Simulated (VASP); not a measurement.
Here is a VASP 6.6.1 calculation.

Contents of INCAR:

```
SYSTEM = NbCd3
PREC = Accurate
ENCUT = 520
EDIFF = 1E-8
ISMEAR = -1
SIGMA = 0.1
LREAL = .False.
LASPH = .True.
NELM = 60
ALGO = Normal
ISIF = 2
LWAVE = .False.
LCHARG = .False.
IBRION = 8
NSW = 1
```

Contents of KPOINTS:

```
regular mesh
0
Gamma
  8 8 8
  0 0 0
```

File POSCAR:

```
NbCd3
1.0
    4.1428655882      0.0000000000      0.0000000000
    0.0000000000      4.1428655882      0.0000000000
    0.0000000000      0.0000000000      4.1428655882
Nb Cd
1 3
Direct
    0.0000000000      0.0000000000      0.0000000000
    0.0000000000      0.5000000000      0.5000000000
    0.5000000000      0.0000000000      0.5000000000
    0.5000000000      0.5000000000      0.0000000000
```

Potentials or basis: VASP PAW LDA potentials, release 64 (Nb_sv, Cd).

Command:

```bash
$ cat potpaw_LDA.64/Nb_sv/POTCAR potpaw_LDA.64/Cd/POTCAR > POTCAR
$ mpirun -np 1 vasp_std > vasp.out
```

Task: Predict the highest phonon frequency at Γ.

Result: 214 cm⁻¹.

Phonon frequencies in cm⁻¹ (negative: imaginary):
| q point | frequencies |
| --- | --- |
| (0.000, 0.000, 0.000) | 0 0 0 120 120 120 139 139 139 214 214 214 |

Caveat: the cell stands under pressure or tension, which shifts response properties.
